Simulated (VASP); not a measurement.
Write the native input for VASP 6.6.1 that does the following.

```
Task                   : single point
Functional             : r2SCAN
Potentials or basis    : VASP PAW PBE potentials, release 64 (Ti_sv, O)
Cutoff                 : 520 eV
k mesh                 : 6 × 6 × 6
Occupations            : gaussian, width 0.05 eV
Spin                   : no spin polarisation
Dipole correction      : no
Further INCAR settings : ALGO = Normal; EDIFF = 1e-06; NBANDS = 33
```

TiO2:

```xyz
6
Lattice="2.6712 -2.6713 -0.0202 2.6712 2.6713 -0.0202 -2.6353 0.0000 4.8120" Properties=species:S:1:pos:R:3 pbc="T T T"
Ti    1.8792    1.8722    0.9482
Ti    0.6947   -2.0036    3.5889
O    -0.6440   -0.6679    3.1895
O     3.3510    0.6679    1.5823
O     2.0333   -0.6679    3.9883
O     0.6736    0.6679    0.7834
```

This cell differs from its parent crystal: atom 1 (Ti) moved +0.300 Å towards its neighbour atom 2 (Ti) at 3.051 Å.

The input as run:

POSCAR

```
TiO2
1.0
    2.6711600402     -2.6712510909     -0.0201684190
    2.6711600402      2.6712510909     -0.0201684190
   -2.6353413730      0.0000000000      4.8120473783
Ti O
2 4
Direct
    0.1003979444      0.8012749816      0.2008364630
    0.8750252533      0.1249747467      0.7500000000
    0.3322819419      0.0822483592      0.6645446501
    0.6677180581      0.9177516408      0.3354553499
    0.9177516408      0.6677180581      0.8354553499
    0.0822483592      0.3322819419      0.1645446501
```

INCAR.step1

```
SYSTEM = TiO2
ALGO = Normal ; EDIFF = 1E-4
ENCUT = 520 ; GGA = PE
ISMEAR = 0 ; LASPH = .True.
LCHARG = .False. ; LREAL = .False.
LWAVE = .True. ; NBANDS = 33
NELM = 100 ; PREC = Accurate
SIGMA = 0.05
```

INCAR.step2

```
SYSTEM = TiO2
ALGO = Normal ; EDIFF = 1E-6
ENCUT = 520 ; ISIF = 2
ISMEAR = 0 ; ISTART = 1
LASPH = .True. ; LCHARG = .False.
LMIXTAU = .True. ; LREAL = .False.
LWAVE = .False. ; METAGGA = R2SCAN
NBANDS = 33 ; NELM = 100
PREC = Accurate ; SIGMA = 0.05
```

KPOINTS

```
k-points
0
Gamma
  6 6 6
  0 0 0
```

Potentials or basis: VASP PAW PBE potentials, release 64 (Ti_sv, O).

The run is started by

```bash
$ cat potpaw_PBE.64/Ti_sv/POTCAR potpaw_PBE.64/O/POTCAR > POTCAR
$ cp INCAR.step1 INCAR
$ mpirun -np 1 vasp_std > vasp.out
$ cp INCAR.step2 INCAR
$ mpirun -np 1 vasp_std > vasp.out
```

Results of the run:

```
Pressure               : 8.2 GPa
Largest force          : 6.502 eV/Å
Band gap on the k mesh : 2.58 eV, indirect (least direct gap 2.68 eV)
```

Caveat: the cell differs from its parent crystal (atom 1 (Ti) moved +0.300 Å towards its neighbour atom 2 (Ti) at 3.051 Å); the PAW data sets were made with another functional, which shifts forces and pressure a little.

It took 23 min on 1 thread of Oxide Virtual Turin-like Processor, with other jobs on the host, peak memory 0.29 GiB.
